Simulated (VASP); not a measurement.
# Cu (P6_3/mmc) in VASP: a series of runs

Runs on Cu. Level: PBEsol. Tasks: single point.

Program: VASP 6.6.1. These are calculated values, not measurements. Logs are shortened: lines on timing, memory, paths and dates and some standing lists are left out, and cuts for length are marked.

## Step 1: The cell of the first run

The structure is hexagonal, space group P6_3/mmc (No. 194). Conventional cell: a = 2.521 Å, b = 2.521 Å, c = 4.117 Å, α = 90.00°, β = 90.00°, γ = 120.00°. Cu (site symmetry -6m2) has 12 Cu at 2.52 Å within 3.3 Å.

This isn't the form of Cu at room conditions, which is fcc.

## Step 2: Single point, PBEsol

INCAR reads:

```
  ALGO = Fast
  EDIFF = 1E-6
  ENCUT = 520
  GGA = PS
  ISIF = 2
  ISMEAR = 0
  LASPH = T
  LCHARG = F
  LREAL = F
  LWAVE = F
  NBANDS = 18
  NELM = 100
  PREC = Accurate
  SIGMA = 0.1
```

KPOINTS reads:

```
k-points
0
Gamma
  24 24 12
```

POSCAR reads:

```
Cu
1.0
    2.5205910253      0.0000000000      0.0000000000
   -1.2602955127      2.1828958605      0.0000000000
    0.0000000000      0.0000000000      4.1165232668
Cu
2
Direct
    0.3333333333      0.6666666667      0.2500000000
    0.6666666667      0.3333333333      0.7500000000
```

Potentials or basis: VASP PAW PBE potentials, release 64 (Cu).

Command:

```sh
cat potpaw_PBE.64/Cu/POTCAR > POTCAR
mpirun -np 1 vasp_std > vasp.out
```

OUTCAR:

```text
EDIFF = 1E-6
   ENCUT = 520
   GGA = PS
   ISIF = 2
   ISMEAR = 0
   LASPH = T
   LREAL = F
   NELM = 100
   PREC = Accurate

 ion  position               nearest neighbor table
   1  0.333  0.667  0.250-   2 2.52   2 2.52   2 2.52   2 2.52   2 2.52   2 2.52
   2  0.667  0.333  0.750-   1 2.52   1 2.52   1 2.52   1 2.52   1 2.52   1 2.52

  LATTYP: Found a hexagonal cell.
 ALAT       =     2.5205910253
 C/A-ratio  =     1.6331579481

  Lattice vectors:

 A1 = (   2.5205910253,   0.0000000000,   0.0000000000)
 A2 = (  -1.2602955127,   2.1828958605,   0.0000000000)
 A3 = (   0.0000000000,   0.0000000000,   4.1165232668)

Analysis of symmetry for initial positions (statically):
=====================================================================
 Subroutine PRICEL returns:
 Original cell was already a primitive cell.

 Routine SETGRP: Setting up the symmetry group for a
 hexagonal supercell.

 Subroutine GETGRP returns: Found 24 space group operations
 (whereof 12 operations were pure point group operations)
 out of a pool of 24 trial point group operations.

The static configuration has the point symmetry D_3d.
 The point group associated with its full space group is D_6h.

Analysis of symmetry for dynamics (positions and initial velocities):
=====================================================================
 Subroutine PRICEL returns:
 Original cell was already a primitive cell.

 Routine SETGRP: Setting up the symmetry group for a
 hexagonal supercell.

 Subroutine GETGRP returns: Found 24 space group operations
 (whereof 12 operations were pure point group operations)
 out of a pool of 24 trial point group operations.

The dynamic configuration has the point symmetry D_3d.
 The point group associated with its full space group is D_6h.

 Subroutine INISYM returns: Found 24 space group operations
 (whereof 12 operations are pure point group operations),
 and found     1 'primitive' translations

----------------------------------------------------------------------------------------

                                     Primitive cell

  volume of cell :      22.6499

  direct lattice vectors                    reciprocal lattice vectors
     2.520591025  0.000000000  0.000000000     0.396732350  0.229053529  0.000000000
    -1.260295513  2.182895860  0.000000000     0.000000000  0.458107058  0.000000000
     0.000000000  0.000000000  4.116523267     0.000000000  0.000000000  0.242923442

  length of vectors
     2.520591025  2.520591025  4.116523267     0.458107058  0.458107058  0.242923442

  position of ions in fractional coordinates (direct lattice)
     0.333333333  0.666666667  0.250000000
     0.666666667  0.333333333  0.750000000

  ion indices of the primitive-cell ions
   primitive index   ion index
                 1           1
                 2           2

----------------------------------------------------------------------------------------

 KPOINTS: k-points

Automatic generation of k-mesh.
 Grid dimensions read from file:
 generate k-points for:   24   24   12

 Generating k-lattice:

  Cartesian coordinates                     Fractional coordinates (reciprocal lattice)
     0.016530515  0.009543897  0.000000000     0.041666667  0.000000000  0.000000000
     0.000000000  0.019087794  0.000000000     0.000000000  0.041666667  0.000000000
     0.000000000  0.000000000  0.020243620     0.000000000  0.000000000  0.083333333

  Length of vectors
     0.019087794  0.019087794  0.020243620

  Shift w.r.t. Gamma in fractional coordinates (k-lattice)
     0.000000000  0.000000000  0.000000000

 Subroutine IBZKPT returns following result:
 ===========================================

 Found    427 irreducible k-points:

 Following reciprocal coordinates:
            Coordinates               Weight
  0.000000  0.000000  0.000000      1.000000
  0.041667  0.000000  0.000000      6.000000
  0.083333  0.000000  0.000000      6.000000
  0.125000  0.000000  0.000000      6.000000
  0.166667 -0.000000  0.000000      6.000000
  0.208333  0.000000  0.000000      6.000000
[... 16 lines left out ...]
  0.416667  0.041667  0.000000     12.000000
  0.458333  0.041667  0.000000     12.000000
 [... further k-points ...]
   k-points           NKPTS =    427   k-points in BZ     NKDIM =    427   number of bands    NBANDS=     18
   number of dos      NEDOS =    301   number of ions     NIONS =      2
   total plane-waves  NPLWV =  12800
   dimension x,y,z NGX =    20 NGY =   20 NGZ =   32
   dimension x,y,z NGXF=    40 NGYF=   40 NGZF=   64
   ions per type =               2
   NGX,Y,Z   is equivalent  to a cutoff of  13.19, 13.19, 12.92 a.u.
   NGXF,Y,Z  is equivalent  to a cutoff of  26.38, 26.38, 25.85 a.u.
 SYSTEM =  unknown system
   PREC   = accura    normal or accurate (medium, high low for compatibility)
   ISTART =      0    job   : 0-new  1-cont  2-samecut
   ICHARG =      2    charge: 1-file 2-atom 10-const
   ISPIN  =      1    spin polarized calculation?
   LNONCOLLINEAR =      F non collinear calculations
   LSORBIT =      F    spin-orbit coupling
   LASPH  =      T    aspherical Exc in radial PAW
   ENCUT  =  520.0 eV  38.22 Ry    6.18 a.u.   4.69  4.69  7.65*2*pi/ulx,y,z
   NELM   =    100;   NELMIN=  2; NELMDL= -5     # of ELM steps
   EDIFF  = 0.1E-05   stopping-criterion for ELM
   LREAL  =      F    real-space projection
   EDIFFG = 0.1E-04   stopping-criterion for IOM
   NSW    =      0    number of steps for IOM
   IBRION =     -1    ionic relax: 0-MD 1-quasi-New 2-CG
   NFREE  =      0    steps in history (QN), initial steepest desc. (CG)
   ISIF   =      2    stress and relaxation
   ISYM   =      2    0-nonsym 1-usesym 2-fastsym
   POTIM  = 0.5000    time-step for ionic-motion
   TEBEG  =    0.0;   TEEND  =   0.0 temperature during run
   PSTRESS=    0.0 pullay stress
   NELECT =      22.0000    total number of electrons
   NUPDOWN=      -1.0000    fix difference up-down
   EMIN   =  10.00;   EMAX   =-10.00  energy-range for DOS
   EFERMI =   0.00;   METHOD = LEGACY
   ISMEAR =     0;   SIGMA  =   0.10  broadening in eV -4-tet -1-fermi 0-gaus
   EFERMI_NEDOS =   21; number of points for ismear=-14 and -15
   IALGO  =     68    algorithm
   IMIX   =      4    mixing-type and parameters
     AMIX     =   0.40;   BMIX     =  1.00
     AMIX_MAG =   1.60;   BMIX_MAG =  1.00
  volume/ion in A,a.u.               =      11.32        76.42
  Fermi-wavevector in a.u.,A,eV,Ry     =   1.621289  3.063792 35.763969  2.628578
  Thomas-Fermi vector in A             =   2.715089
   LORBIT       =      0    0 simple, 1 ext, 2 COOP (PROOUT), +10 PAW based schemes
   GGA     = PS    functional components
   LHFCALC =     F    Hartree Fock is set to
   AEXX    =    0.0000 exact exchange contribution
   IVDW    =     0    specifies the selected vdW correction
   LEPSILON=     F    determine dielectric tensor
   LRPA    =     F    only Hartree local field effects (RPA)
 non-spin polarized calculation
 RMM-DIIS sequential band-by-band and
 Gauss-broadening in eV      SIGMA  =   0.10
  energy-cutoff  :      520.00
  volume of cell :       22.65
 maximum number of plane-waves:       628
 NGX is ok and might be reduce to    20
   NGX =  9   NGY =  9   NGZ = 15

 number of electron      21.9999982 magnetization

 Free energy of the ion-electron system (eV)
  ---------------------------------------------------
  ext. energy  EPLUGINS =         0.00000000
  ---------------------------------------------------
  free energy    TOTEN  =        -8.60173073 eV

  energy without entropy =       -8.59918047  energy(sigma->0) =       -8.60045560

 E-fermi :   7.8992     XC(G=0): -13.1543

 val. band max:        7.8854974890   @ k =   0.2500   0.0833   0.3333
 cond. band min:       7.9143717323   @ k =   0.5000   0.0000   0.0000
 fundamental gap:      0.0288742432
 Fermi energy:         7.8992113663

 k-point     1 :       0.0000    0.0000    0.0000
  band No.  band energies     occupation
      1      -1.7843      2.00000
      2       2.5932      2.00000
      3       4.7681      2.00000
      4       4.8325      2.00000
      5       4.8325      2.00000
      6       5.0555      2.00000
[... 10 lines left out ...]
     17      31.9478      0.00000
     18      32.0116      0.00000

 k-point     2 :       0.0417    0.0000    0.0000
  band No.  band energies     occupation
      1      -1.7262      2.00000
      2       2.6278      2.00000
      3       4.7216      2.00000
      4       4.8545      2.00000
      5       4.8734      2.00000
      6       5.0440      2.00000
[... 10 lines left out ...]
     17      32.4475      0.00000
     18      32.7511      0.00000

 k-point     3 :       0.0833    0.0000    0.0000
  band No.  band energies     occupation
      1      -1.5530      2.00000
      2       2.7278      2.00000
      3       4.6408      2.00000
      4       4.9192      2.00000
      5       4.9341      2.00000
      6       5.0173      2.00000
[... 10 lines left out ...]
     17      32.5682      0.00000
     18      32.9769      0.00000

 k-point     4 :       0.1250    0.0000    0.0000
  band No.  band energies     occupation
      1      -1.2676      2.00000
      2       2.8818      2.00000
      3       4.5440      2.00000
      4       4.9335      2.00000
      5       4.9467      2.00000
      6       5.0239      2.00000
[... 375 lines left out ...]
      4       4.4478      2.00000
      5       4.7838      2.00000
      6       4.9211      2.00000
[... 10 lines left out ...]
     17      21.7597      0.00000
     18      28.2015      0.00000

 k-point    23 :       0.4167    0.0417    0.0000
  band No.  band energies     occupation
      1       2.6863      2.00000
      2       3.2162      2.00000
      3       3.4234      2.00000
      4       4.5863      2.00000
      5       4.7573      2.00000
      6       4.8765      2.00000
[... 10 lines left out ...]
     17      21.0472      0.00000
     18      28.0745      0.00000

 k-point    24 :       0.4583    0.0417    0.0000
  band No.  band energies     occupation
      1       2.8740      2.00000
      2       3.1572      2.00000
      3       3.3880      2.00000
      4       4.6902      2.00000
      5       4.7448      2.00000
      6       4.8525      2.00000
[... 10 lines left out ...]
     17      20.8492      0.00000
     18      28.0135      0.00000

 [... further k-points ...]

------------------------ aborting loop because EDIFF is reached ----------------------------------------

  FORCE on cell =-STRESS in cart. coord.  units (eV):
  Direction    XX          YY          ZZ          XY          YZ          ZX
  --------------------------------------------------------------------------------------
  -------------------------------------------------------------------------------------
  Total        0.0795205      0.0795205      0.1776840     -0.0000000     -0.0000000      0.0000000
  in kB        5.6250156      5.6250156     12.5687774     -0.0000000     -0.0000000      0.0000000
  external PRESSURE =       7.9396029 kB  Pullay stress =       0.0000000 kB

 VOLUME and BASIS-vectors are now :
 -----------------------------------------------------------------------------
  energy-cutoff  :      520.00
  volume of cell :       22.65
      direct lattice vectors                 reciprocal lattice vectors
     2.520591025  0.000000000  0.000000000     0.396732350  0.229053529  0.000000000
    -1.260295513  2.182895860  0.000000000     0.000000000  0.458107058  0.000000000
     0.000000000  0.000000000  4.116523267     0.000000000  0.000000000  0.242923442

 POSITION                                       TOTAL-FORCE (eV/Angst)
 -----------------------------------------------------------------------------------
     -0.00000      1.45526      1.02913         0.000000     -0.000000      0.000000
      1.26030      0.72763      3.08739        -0.000000      0.000000      0.000000
 -----------------------------------------------------------------------------------
    total drift:                               -0.000000      0.000000     -0.000000

  FREE ENERGIE OF THE ION-ELECTRON SYSTEM (eV)
  ---------------------------------------------------
  free  energy   TOTEN  =        -8.6017307323 eV

  energy  without entropy=       -8.5991804660  energy(sigma->0) =       -8.60045560
```

Wall time 4.2 min (1 thread of Intel Xeon 8259CL, shared host); peak memory 0.25 GiB.

What came out:

```
Free energy            : -8.6017 eV
Pressure               : 0.8 GPa
Band gap on the k mesh : zero (bands 11 and 12 overlap by 6.13 eV)
```

Levels at points of the mesh, in eV from the Fermi level:
```csv
k point,band 7,band 8,band 9,band 10,band 11,band 12,band 13,band 14,band 15,band 16
"(0.00, 0.00, 0.00)",-2.84,-2.54,-2.54,-1.74,-1.74,-1.13,3.98,21.71,22.37,22.37
"(0.50, 0.00, 0.00)",-2.81,-1.64,-1.59,-1.54,0.02,1.66,7.95,8.36,10.94,11.40
"(0.00, 0.00, 0.50)",-3.11,-3.11,-1.98,-1.98,-1.98,-1.98,12.80,12.80,22.42,22.42
"(0.50, 0.00, 0.50)",-1.93,-1.93,-1.58,-1.58,0.45,0.45,5.08,5.08,16.52,16.52
```

Caveat: the PAW data sets were made with another functional, which shifts forces and pressure a little.

(Continued in part 2 of 3.)

The gap in the log of VASP goes by the Fermi energy; the results here count the filled bands.